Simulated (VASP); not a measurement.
TmI4:

```xyz
10
Lattice="0.0000 6.0249 6.0249 6.0249 0.0000 6.0249 6.0249 6.0249 0.0000" Properties=species:S:1:pos:R:3 pbc="T T T"
Tm    3.0124    3.0124    3.0124
Tm    9.0373    9.0373    9.0373
I     7.3052    7.3052    7.3052
I     4.7445    4.7445    7.3052
I     4.7445    7.3052    4.7445
I     7.3052    4.7445    4.7445
I     7.3052    7.3052    4.7445
I     4.7445    4.7445    4.7445
I     7.3052    4.7445    7.3052
I     4.7445    7.3052    7.3052
```

The cell was generated, and may not be a known phase.

- Program: VASP 6.6.1
- Task: relaxation of cell and atoms
- Functional: PBE
- Potentials or basis: VASP PAW PBE potentials, release 64 (Tm_3, I), 4f in core
- Cutoff: 500 eV
- k mesh: 3 × 3 × 3
- Occupations: gaussian, width 0.2 eV
- Spin: no spin polarisation

At the start: pressure 27.2 GPa; volume 43.74 Å³/atom.

How do energy, volume and symmetry change on relaxing?

Over 13 steps the energy falls by 3158.1 meV/atom and the volume is 78.43 Å³/atom (+79.3 %); space group Fm-3m (No. 225, to 0.1 Å) before and after.

Step by step:
```tsv
step	energy change (eV)	largest force (eV/Å)	pressure (GPa)	volume (Å³)
1	0.0000	13.5465	27.22	437.39
2	-28.9876	1.4155	-1.95	1096.55
3	-30.0412	1.4695	-1.35	751.94
4	-30.1001	1.3907	-1.60	786.10
5	-30.0791	1.4306	-1.47	766.46
6	-31.0618	0.8245	-0.22	704.84
7	-31.1871	0.3708	0.71	675.52
8	-31.1881	0.4091	0.64	677.68
9	-31.3342	0.2716	0.51	695.36
10	-31.5443	0.0676	0.36	750.27
11	-31.5582	0.1471	0.37	766.40
12	-31.5582	0.2259	-0.30	802.87
13	-31.5810	0.0455	0.01	784.28
```

Final structure:
```
Tm I
1.0
     0.00000    7.31948    7.31948
     7.31948    0.00000    7.31948
     7.31948    7.31948    0.00000
Tm I
2 8
Direct
  0.25000 0.25000 0.25000
  0.75000 0.75000 0.75000
  0.63776 0.63776 0.63776
  0.63776 0.63776 0.08672
  0.63776 0.08672 0.63776
  0.08672 0.63776 0.63776
  0.36224 0.36224 0.91328
  0.36224 0.36224 0.36224
  0.36224 0.91328 0.36224
  0.91328 0.36224 0.36224
```

Caveat: the volume moved by over 15 % at a fixed basis, so the end points are rough; the run has no spin polarisation, though such a crystal can be magnetic; the relaxation stopped at a loose force limit of 0.08 eV/Å, so its end isn't a converged minimum.
